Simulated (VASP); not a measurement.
# F (Im-3m) in VASP: further runs

F is run at these levels: PBE; tasks: single point, relaxation of cell and atoms.

Program: VASP 6.6.1. These are calculated values, not measurements. Logs are shortened: lines on timing, memory, paths and dates and some standing lists are left out, and cuts for length are marked.

## Step 1: The cell of the first run

The structure is cubic, space group Im-3m (No. 229). The conventional cell has a = 2.521 Å, b = 2.521 Å, c = 2.521 Å, α = 90.00°, β = 90.00°, γ = 90.00°. F (site symmetry m-3m) has 14 F at 2.18 to 2.52 Å within 2.9 Å.

## Step 2: Single point, PBE

Input file INCAR:

```
PREC = Accurate
ENCUT = 520
EDIFF = 1E-6
ISMEAR = -1
SIGMA = 0.08
LREAL = False
LASPH = True
NELM = 100
ALGO = Normal
ISIF = 2
LWAVE = False
LCHARG = False
GGA = PE
NBANDS = 10
```

Input file KPOINTS:

```
regular mesh
0
Gamma
  20 20 20
```

Input file POSCAR:

```
F
1.0
   -1.2607303022      1.2607303022      1.2607303022
    1.2607303022     -1.2607303022      1.2607303022
    1.2607303022      1.2607303022     -1.2607303022
F
1
Direct
    0.0000000000      0.0000000000      0.0000000000
```

Potentials or basis: VASP PAW PBE potentials, release 64 (F).

Started as:

```bash
cat potpaw_PBE.64/F/POTCAR > POTCAR
mpirun -np 1 vasp_std > vasp.out
```

OUTCAR:

```text
PREC = Accurate
   ENCUT = 520
   EDIFF = 1E-6
   ISMEAR = -1
   LREAL = False
   LASPH = True
   NELM = 100
   ISIF = 2
   GGA = PE

 ion  position               nearest neighbor table
   1  0.000  0.000  0.000-

  LATTYP: Found a body centered cubic cell.
 ALAT       =     2.5214606044

  Lattice vectors:

 A1 = (  -1.2607303022,   1.2607303022,   1.2607303022)
 A2 = (   1.2607303022,  -1.2607303022,   1.2607303022)
 A3 = (   1.2607303022,   1.2607303022,  -1.2607303022)

Analysis of symmetry for initial positions (statically):
=====================================================================
 Subroutine PRICEL returns:
 Original cell was already a primitive cell.

 Routine SETGRP: Setting up the symmetry group for a
 body centered cubic supercell.

 Subroutine GETGRP returns: Found 48 space group operations
 (whereof 48 operations were pure point group operations)
 out of a pool of 48 trial point group operations.

The static configuration has the point symmetry O_h .

Analysis of symmetry for dynamics (positions and initial velocities):
=====================================================================
 Subroutine PRICEL returns:
 Original cell was already a primitive cell.

 Routine SETGRP: Setting up the symmetry group for a
 body centered cubic supercell.

 Subroutine GETGRP returns: Found 48 space group operations
 (whereof 48 operations were pure point group operations)
 out of a pool of 48 trial point group operations.

The dynamic configuration has the point symmetry O_h .

 Subroutine INISYM returns: Found 48 space group operations
 (whereof 48 operations are pure point group operations),
 and found     1 'primitive' translations

----------------------------------------------------------------------------------------

                                     Primitive cell

  volume of cell :       8.0154

  direct lattice vectors                    reciprocal lattice vectors
    -1.260730302  1.260730302  1.260730302     0.000000000  0.396595528  0.396595528
     1.260730302 -1.260730302  1.260730302     0.396595528  0.000000000  0.396595528
     1.260730302  1.260730302 -1.260730302     0.396595528  0.396595528  0.000000000

  length of vectors
[... 80 lines left out ...]
   EDIFF  = 0.1E-05   stopping-criterion for ELM
   LREAL  =      F    real-space projection
   EDIFFG = 0.1E-04   stopping-criterion for IOM
   NSW    =      0    number of steps for IOM
   IBRION =     -1    ionic relax: 0-MD 1-quasi-New 2-CG
   NFREE  =      0    steps in history (QN), initial steepest desc. (CG)
   ISIF   =      2    stress and relaxation
   ISYM   =      2    0-nonsym 1-usesym 2-fastsym
   POTIM  = 0.5000    time-step for ionic-motion
   TEBEG  =    0.0;   TEEND  =   0.0 temperature during run
   PSTRESS=    0.0 pullay stress
   NELECT =       7.0000    total number of electrons
   NUPDOWN=      -1.0000    fix difference up-down
   EMIN   =  10.00;   EMAX   =-10.00  energy-range for DOS
   EFERMI =   0.00;   METHOD = LEGACY
   ISMEAR =    -1;   SIGMA  =   0.08  broadening in eV -4-tet -1-fermi 0-gaus
   EFERMI_NEDOS =   21; number of points for ismear=-14 and -15
   IALGO  =     38    algorithm
   IMIX   =      4    mixing-type and parameters
     AMIX     =   0.40;   BMIX     =  1.00
     AMIX_MAG =   1.60;   BMIX_MAG =  1.00
  volume/ion in A,a.u.               =       8.02        54.09
  Fermi-wavevector in a.u.,A,eV,Ry     =   1.564823  2.957087 33.316207  2.448672
  Thomas-Fermi vector in A             =   2.667390
   LORBIT       =      0    0 simple, 1 ext, 2 COOP (PROOUT), +10 PAW based schemes
   GGA     = PE    functional components
   LHFCALC =     F    Hartree Fock is set to
   AEXX    =    0.0000 exact exchange contribution
   IVDW    =     0    specifies the selected vdW correction
   LEPSILON=     F    determine dielectric tensor
   LRPA    =     F    only Hartree local field effects (RPA)
 non-spin polarized calculation
  energy-cutoff  :      520.00
  volume of cell :        8.02
 maximum number of plane-waves:       236
   NGX =  7   NGY =  7   NGZ =  7

 number of electron       6.9999990 magnetization

 Free energy of the ion-electron system (eV)
  ---------------------------------------------------
  ext. energy  EPLUGINS =         0.00000000
  ---------------------------------------------------
  free energy    TOTEN  =        -0.72245130 eV

  energy without entropy =       -0.67885270  energy(sigma->0) =       -0.70065200

 E-fermi :  -1.0064     XC(G=0): -11.6394

 val. band max:       -1.0076379310   @ k =   0.4000   0.2000   0.0000
 cond. band min:      -1.0062832026   @ k =  -0.3500  -0.4000   0.0500
 fundamental gap:      0.0013547284
 Fermi energy:        -1.0064157643

 k-point     1 :       0.0000    0.0000    0.0000
  band No.  band energies     occupation
      1     -24.4768      2.00000
      2      -0.3636      0.00065
      3      -0.3636      0.00065
      4      -0.3636      0.00065
      5      15.0450      0.00000
      6      38.4619      0.00000
      7      38.4619      0.00000
      8      38.4619      0.00000
      9      42.0824      0.00000
     10      42.0824      0.00000
[... 287 lines left out ...]
 k-point    24 :       0.2500    0.1000   -0.0000
  band No.  band energies     occupation
      1     -22.6814      2.00000
      2      -4.4868      2.00000
      3      -1.5026      1.99596
      4      -0.6787      0.03271
      5      19.2926      0.00000
      6      26.6581      0.00000
      7      30.2216      0.00000
      8      39.0190      0.00000
      9      44.0487      0.00000
     10      44.9501      0.00000

 [... further k-points ...]

------------------------ aborting loop because EDIFF is reached ----------------------------------------

  FORCE on cell =-STRESS in cart. coord.  units (eV):
  Direction    XX          YY          ZZ          XY          YZ          ZX
  --------------------------------------------------------------------------------------
  -------------------------------------------------------------------------------------
  Total        1.1027476      1.1027476      1.1027476      0.0000000     -0.0000000      0.0000000
  in kB      220.4246438    220.4246438    220.4246438      0.0000000     -0.0000000      0.0000000
  external PRESSURE =     220.4246438 kB  Pullay stress =       0.0000000 kB

 VOLUME and BASIS-vectors are now :
 -----------------------------------------------------------------------------
  energy-cutoff  :      520.00
  volume of cell :        8.02
      direct lattice vectors                 reciprocal lattice vectors
    -1.260730302  1.260730302  1.260730302     0.000000000  0.396595528  0.396595528
     1.260730302 -1.260730302  1.260730302     0.396595528  0.000000000  0.396595528
     1.260730302  1.260730302 -1.260730302     0.396595528  0.396595528  0.000000000

 POSITION                                       TOTAL-FORCE (eV/Angst)
 -----------------------------------------------------------------------------------
      0.00000      0.00000      0.00000         0.000000      0.000000     -0.000000
 -----------------------------------------------------------------------------------
    total drift:                                0.000000      0.000000     -0.000000

  FREE ENERGIE OF THE ION-ELECTRON SYSTEM (eV)
  ---------------------------------------------------
  free  energy   TOTEN  =        -0.7224512961 eV

  energy  without entropy=       -0.6788527027  energy(sigma->0) =       -0.70065200
```

OSZICAR:

```text
N       E                     dE             d eps       ncg     rms          rms(c)
DAV:   1     0.138561126931E+02    0.13856E+02   -0.39465E+03  5626   0.630E+02
DAV:   2    -0.604919377778E+00   -0.14461E+02   -0.14050E+02  5862   0.122E+02
DAV:   3    -0.723317511680E+00   -0.11840E+00   -0.11534E+00  6054   0.862E+00
DAV:   4    -0.723400752152E+00   -0.83240E-04   -0.83238E-04  5558   0.292E-01
DAV:   5    -0.723400840960E+00   -0.88809E-07   -0.88868E-07  5844   0.843E-03    0.398E-01
DAV:   6    -0.721988990603E+00    0.14119E-02   -0.59008E-03  5392   0.636E-01    0.147E-01
DAV:   7    -0.722279182982E+00   -0.29019E-03   -0.89268E-04  5648   0.265E-01    0.553E-02
DAV:   8    -0.722457841557E+00   -0.17866E-03   -0.10614E-04  5466   0.878E-02    0.490E-03
DAV:   9    -0.722453869242E+00    0.39723E-05   -0.44907E-07  5674   0.778E-03    0.212E-03
DAV:  10    -0.722451346595E+00    0.25226E-05   -0.10157E-07  3224   0.357E-03    0.155E-04
DAV:  11    -0.722451296146E+00    0.50449E-07   -0.43048E-09  2626   0.705E-04
   1 F= -.72245130E+00 E0= -.70065200E+00  d E =-.435986E-01
```

stdout:

```text
POSCAR found type information on POSCAR F
 POSCAR found :  1 types and       1 ions
 scaLAPACK will be used
 LDA part: xc-table for (Slater+PW92), standard interpolation
 POSCAR, INCAR and KPOINTS ok, starting setup
 FFT: planning ... GRIDC
 FFT: planning ... GRID_SOFT
 FFT: planning ... GRID
 WAVECAR not read
 entering main loop
```

Run time: 9.3 s. Hardware: 1 thread of Intel Xeon Platinum 8175M at 2.50GHz (Skylake/Cascade Lake), shared host; peak memory 0.12 GiB.

Results:

- Free energy: -0.7225 eV
- Pressure: 22.0 GPa

Caveat: an odd number of electrons without spin polarisation forces a metal; a magnetic or distorted state may lie lower.

## Step 3: Single point, PBE

Input file INCAR:

```
SYSTEM = F
PREC     = Accurate       ! precision mode
ENCUT    = 520            ! plane-wave cutoff, eV
EDIFF    = 1E-7           ! SCF threshold, eV
ISMEAR   = -1             ! smearing method
SIGMA    = 0.08           ! smearing width, eV
LREAL    = .False.        ! projectors in reciprocal space
LASPH    = .True.         ! aspherical terms in the spheres
NELM     = 80             ! most SCF steps
ALGO     = Normal         ! electronic algorithm
ISIF     = 2              ! what is computed and relaxed
LWAVE    = .False.        ! write WAVECAR
LCHARG   = .False.        ! write CHGCAR
GGA      = PE             ! functional
NBANDS   = 10             ! bands
```

Input file KPOINTS:

```
Automatic mesh
0
Gamma
  20 20 20
  0 0 0
```

POSCAR is that of step 2.

Potentials or basis: VASP PAW PBE potentials, release 64 (F).

Started as:

```bash
cat potpaw_PBE.64/F/POTCAR > POTCAR
mpirun -np 1 vasp_std > vasp.out
```

OUTCAR:

```text
SYSTEM = F
   PREC = Accurate
   ENCUT = 520
   EDIFF = 1E-7
   ISMEAR = -1
   LREAL = .False.
   LASPH = .True.
   NELM = 80
   ISIF = 2
   GGA = PE

 ion  position               nearest neighbor table
   1  0.000  0.000  0.000-

  LATTYP: Found a body centered cubic cell.
 ALAT       =     2.5214606044

  Lattice vectors:

 A1 = (  -1.2607303022,   1.2607303022,   1.2607303022)
 A2 = (   1.2607303022,  -1.2607303022,   1.2607303022)
[... 488 lines left out ...]
      8      39.0190      0.00000
      9      44.0487      0.00000
     10      44.9501      0.00000

 [... further k-points ...]

------------------------ aborting loop because EDIFF is reached ----------------------------------------

  FORCE on cell =-STRESS in cart. coord.  units (eV):
  Direction    XX          YY          ZZ          XY          YZ          ZX
  --------------------------------------------------------------------------------------
  -------------------------------------------------------------------------------------
  Total        1.1027309      1.1027309      1.1027309      0.0000000     -0.0000000      0.0000000
  in kB      220.4213041    220.4213041    220.4213041      0.0000000     -0.0000000      0.0000000
  external PRESSURE =     220.4213041 kB  Pullay stress =       0.0000000 kB

 VOLUME and BASIS-vectors are now :
 -----------------------------------------------------------------------------
  energy-cutoff  :      520.00
  volume of cell :        8.02
      direct lattice vectors                 reciprocal lattice vectors
    -1.260730302  1.260730302  1.260730302     0.000000000  0.396595528  0.396595528
     1.260730302 -1.260730302  1.260730302     0.396595528  0.000000000  0.396595528
     1.260730302  1.260730302 -1.260730302     0.396595528  0.396595528  0.000000000

 POSITION                                       TOTAL-FORCE (eV/Angst)
 -----------------------------------------------------------------------------------
      0.00000      0.00000      0.00000        -0.000000     -0.000000      0.000000
 -----------------------------------------------------------------------------------
    total drift:                                0.000000      0.000000     -0.000000

  FREE ENERGIE OF THE ION-ELECTRON SYSTEM (eV)
  ---------------------------------------------------
  free  energy   TOTEN  =        -0.7224512907 eV

  energy  without entropy=       -0.6788527004  energy(sigma->0) =       -0.70065200
```

Wall time 8.7 s (1 thread of Intel Xeon Platinum 8175M at 2.50GHz (Skylake/Cascade Lake), shared host); peak memory 0.12 GiB.

Results:

| Quantity | Value |
| --- | --- |
| Free energy | -0.7225 eV |
| Pressure | 22.0 GPa |

Levels at points of the mesh, in eV from the Fermi level:
| k point | band 1 | band 2 | band 3 | band 4 | band 5 | band 6 | band 7 | band 8 | band 9 |
| --- | --- | --- | --- | --- | --- | --- | --- | --- | --- |
| (0.00, 0.00, 0.00) | -23.47 | 0.64 | 0.64 | 0.64 | 16.05 | 39.47 | 39.47 | 39.47 | 43.09 |
| (0.50, 0.00, 0.00) | -20.66 | -5.56 | -0.80 | 0.43 | 21.32 | 25.44 | 30.42 | 39.80 | 46.10 |
| (0.50, 0.50, 0.50) | -19.13 | -2.82 | -2.82 | -2.82 | 20.81 | 20.81 | 35.95 | 35.95 | 35.95 |

Caveat: an odd number of electrons without spin polarisation forces a metal; a magnetic or distorted state may lie lower.

## Step 4: Relaxation of cell and atoms, PBE, target pressure 23 GPa, at which the enthalpy is minimised

Input file INCAR:

```
SYSTEM = F
PREC = Accurate
ENCUT = 600
EDIFF = 1E-7
ISMEAR = -1
SIGMA = 0.08
LREAL = .False.
LASPH = .True.
NELM = 60
ALGO = Normal
ISIF = 3
LWAVE = .False.
LCHARG = .False.
GGA = PE
IBRION = 2
NSW = 60
EDIFFG = -0.005
PSTRESS = 230.0
```

KPOINTS is that of step 3.

Input file POSCAR:

```
F
1.0
   -1.2602908945      1.2602908945      1.2602908945
    1.2602908945     -1.2602908945      1.2602908945
    1.2602908945      1.2602908945     -1.2602908945
F
1
Direct
    0.0000000000      0.0000000000      0.0000000000
```

Started as:

```bash
cat potpaw_PBE.64/F/POTCAR > POTCAR
mpirun -np 1 vasp_std > vasp.out
```

It took 13 s on 1 thread of AMD EPYC 9R45 (Zen 5), shared host; peak memory 0.09 GiB.

It converged, with:

| Quantity | Value |
| --- | --- |
| Free energy | -0.7164 eV |
| Relaxed volume | 7.97 Å³/atom |
| Relaxed cell | a = 2.180 Å, b = 2.180 Å, c = 2.180 Å, α = 109.47°, β = 109.47°, γ = 109.47° |
| Space group after relaxing (to 0.05 Å) | Im-3m (No. 229) |
| Energy change on relaxing (the enthalpy is what falls) | +4.8 meV/atom |
| Ionic steps | 2 |
| Pressure after relaxing | 23.1 GPa |

Step by step:
```
step  energy change (eV)  largest force (eV/Å)  pressure (GPa)  volume (Å³)
   1              0.0000                0.0000           22.41         8.01
   2              0.0048                0.0000           23.09         7.97
```

Final structure:
```
CELL_PARAMETERS angstrom
-1.25851 1.25851 1.25851
1.25851 -1.25851 1.25851
1.25851 1.25851 -1.25851
ATOMIC_POSITIONS crystal
F 0.00000 0.00000 0.00000
```

Levels at points of the mesh, in eV from the Fermi level:
| k point | band 1 | band 2 | band 3 | band 4 | band 5 | band 6 | band 7 |
| --- | --- | --- | --- | --- | --- | --- | --- |
| (0.00, 0.00, 0.00) | -23.52 | 0.65 | 0.65 | 0.65 | 16.12 | 39.54 | 39.54 |
| (0.50, 0.00, 0.00) | -20.67 | -5.60 | -0.81 | 0.43 | 21.36 | 25.51 | 30.46 |
| (0.50, 0.50, 0.50) | -19.13 | -2.84 | -2.84 | -2.84 | 20.82 | 20.82 | 36.05 |

Caveat: the cell is relaxed towards a set pressure, so the enthalpy falls and the energy may rise; an odd number of electrons without spin polarisation forces a metal; a magnetic or distorted state may lie lower.

(Continued in part 2 of 2.)
